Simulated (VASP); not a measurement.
Wanted: the native input for a VASP 6.6.1 run.

- Task: single point
- Functional: PBE
- Potentials or basis: VASP PAW PBE potentials, release 64 (K_sv, Cu, Pb_d)
- Cutoff: 520 eV
- k mesh: 3 × 3 × 4
- Occupations: gaussian, width 0.1 eV
- Spin: no spin polarisation
- Dipole correction: no
- Further INCAR settings: ALGO = Normal; EDIFF = 1e-06; NBANDS = 40

The structure of K4CuPb lies in POSCAR:

```
K4CuPb
1.0
    6.7351698900      0.0000000000      0.0000000000
   -3.3675849400      5.8328282200      0.0000000000
    0.0000000000      0.0000000000      4.9342480500
K Cu Pb
4 1 1
Direct
    0.3333333300      0.6666666700      0.0000000000
    0.6666826400      0.8333413200      0.5000000000
    0.1666586800      0.8333413200      0.5000000000
    0.1666586800      0.3333173600      0.5000000000
    0.6666666700      0.3333333300      0.0000000000
    0.0000000000      0.0000000000      0.0000000000
```

The cell was built from a structure type or drawn by symmetry, and may not be a known phase.

One way to write it, as run:

INCAR

```
SYSTEM = K4CuPb
PREC = Accurate ; ENCUT = 520
EDIFF = 1E-6 ; ISMEAR = 0
SIGMA = 0.1 ; LREAL = .FALSE.
LASPH = .TRUE. ; NELM = 100
ALGO = Normal ; ISIF = 2
LWAVE = .FALSE. ; LCHARG = .FALSE.
GGA = PE ; NBANDS = 40
```

KPOINTS

```
Automatic mesh
0
G
  3 3 4
  0 0 0
```

Potentials or basis: VASP PAW PBE potentials, release 64 (K_sv, Cu, Pb_d).

Launch:

```bash
$ cat potpaw_PBE.64/K_sv/POTCAR potpaw_PBE.64/Cu/POTCAR potpaw_PBE.64/Pb_d/POTCAR > POTCAR
$ mpirun -np 1 vasp_std > vasp.out
```

Results of the run:

| Quantity | Value |
| --- | --- |
| Pressure | 6.5 GPa |
| Largest force | 0.047 eV/Å |
| Band gap on the k mesh | zero (an odd number of electrons rules out a gap without spin polarisation) |

Caveat: the cell stands under pressure; spin-orbit coupling is left out, which moves the levels of the heavy elements.

It took 82 s on 1 thread of AMD EPYC 9R45 96-Core Processor (Zen 5), on a shared host, peak memory 0.3 GiB.
